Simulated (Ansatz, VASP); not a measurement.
**TiO: VASP beside Ansatz**

```xyz
4
Lattice="2.8516 0.0000 0.0000 -1.4258 2.4696 0.0000 0.0000 0.0000 5.5675" Properties=species:S:1:pos:R:3 pbc="T T T"
Ti    0.0000    1.6464    1.3919
Ti    1.4258    0.8232    4.1756
O     0.0000    0.0000    0.0000
O     0.0000    0.0000    2.7838
```

Alike in both runs: task single point; functional r2SCAN; k mesh 18 × 18 × 8; occupations methfessel-paxton of order 1, width 0.1 eV; no spin polarisation.

|  | VASP | Ansatz |
| --- | --- | --- |
| version | VASP 6.6.1 | Ansatz 0.2.0 |
| potentials or method | VASP PAW PBE potentials, release 64 (Ti_sv, O), cutoff 520 eV | scalar-relativistic, plane waves, PAW |
| valence electrons in the cell | 36 | 36 |

VASP gave:

```
gap on the k mesh at the Fermi level (eV)                     : none
pressure (GPa)                                                : -3.6
traceless stress, the component that is largest in VASP (GPa) : 1.16
```

Task: Which values does Ansatz return?

Result: gap on the k mesh at the Fermi level (eV): none; pressure (GPa): -5.3; traceless stress, the component that is largest in VASP (GPa): 0.90.

VASP's potentials were made for PBE, not for r2SCAN. A gap of «none» marks a metal or a gap that the smearing closes. The functional is the same, so the differences come from potentials, cutoffs and numerics.
